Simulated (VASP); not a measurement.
Set up this calculation in VASP 6.6.1, as the native input.

```yaml
Task: single point
Functional: r2SCAN
Potentials_or_basis: VASP PAW PBE potentials, release 64 (Au)
Cutoff: 520 eV
k_mesh: 8 × 8 × 8
Occupations: gaussian, width 0.1 eV
Spin: no spin polarisation
Dipole_correction: no
Further_INCAR_settings: ALGO = Normal; EDIFF = 1e-06; NBANDS = 12
```

Au:

```
CELL_PARAMETERS angstrom
0.00000 2.06398 2.06398
2.06398 0.00000 2.06398
2.06398 2.06398 0.00000
ATOMIC_POSITIONS crystal
Au 0.00000 0.00000 0.00000
```

One way to write it, as run:

POSCAR

```
Au
1.0
    0.0000000000      2.0639801424      2.0639801424
    2.0639801424      0.0000000000      2.0639801424
    2.0639801424      2.0639801424      0.0000000000
Au
1
Direct
    0.0000000000      0.0000000000      0.0000000000
```

INCAR.step1

```
SYSTEM = Au
ALGO = Normal
EDIFF = 1E-4
ENCUT = 520
GGA = PE
ISMEAR = 0
LASPH = .True.
LCHARG = .False.
LREAL = .False.
LWAVE = .True.
NBANDS = 12
NELM = 60
PREC = Accurate
SIGMA = 0.1
```

INCAR.step2

```
SYSTEM = Au
ALGO = Normal
EDIFF = 1E-6
ENCUT = 520
ISIF = 2
ISMEAR = 0
ISTART = 1
LASPH = .True.
LCHARG = .False.
LMIXTAU = .True.
LREAL = .False.
LWAVE = .False.
METAGGA = R2SCAN
NBANDS = 12
NELM = 60
PREC = Accurate
SIGMA = 0.1
```

KPOINTS

```
k-points
0
Gamma
  8 8 8
  0 0 0
```

Potentials or basis: VASP PAW PBE potentials, release 64 (Au).

Command:

```console
$ cat potpaw_PBE.64/Au/POTCAR > POTCAR
$ cp INCAR.step1 INCAR
$ mpirun -np 1 vasp_std > vasp.out
$ cp INCAR.step2 INCAR
$ mpirun -np 1 vasp_std > vasp.out
```

It gave:

| Quantity | Value |
| --- | --- |
| Pressure | 0.6 GPa |
| Band gap on the k mesh | zero (an odd number of electrons rules out a gap without spin polarisation) |

Caveat: the PAW data sets were made with another functional, which shifts forces and pressure a little; spin-orbit coupling is left out, which moves the levels of the heavy elements.

It took 14 s on 1 thread of Intel(R) Xeon(R) 6975P-C (Granite Rapids), with other jobs on the host, peak memory 0.14 GiB.
